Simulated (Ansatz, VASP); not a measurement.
MgO in VASP and in Ansatz

```
Mg O
1.0
     0.00000    2.07960    2.07960
     2.07960    0.00000    2.07960
     2.07960    2.07960    0.00000
Mg O
1 1
Direct
  0.00000 0.00000 0.00000
  0.50000 0.50000 0.50000
```

Alike in both runs: functional LDA; k mesh 10 × 10 × 10; occupations gaussian, width 0.02 eV; no spin polarisation.

Ansatz relaxed the structure, and its values are those at the end. VASP's run is a single point on that final structure, the one shown.

|  | VASP | Ansatz |
| --- | --- | --- |
| version | VASP 6.6.1 | Ansatz 0.2.0 |
| potentials or method | VASP PAW LDA potentials, release 64 (Mg_sv, O), cutoff 840 eV | scalar-relativistic, plane waves, PAW |
| valence electrons in the cell | 16 | 16 |

Ansatz gave:

| Property | Result |
| --- | --- |
| gap on the k mesh at the Fermi level (eV) | 5.03 |
| least direct gap on the mesh (eV) | 5.03 |
| pressure (GPa) | 0.0 |

**Question.** Estimate VASP's values.

**Answer.** gap on the k mesh at the Fermi level (eV): 5.05; least direct gap on the mesh (eV): 5.05; pressure (GPa): 0.6.

LDA's correlation is that of Perdew and Zunger in VASP and of Perdew and Wang (1992) in Ansatz.
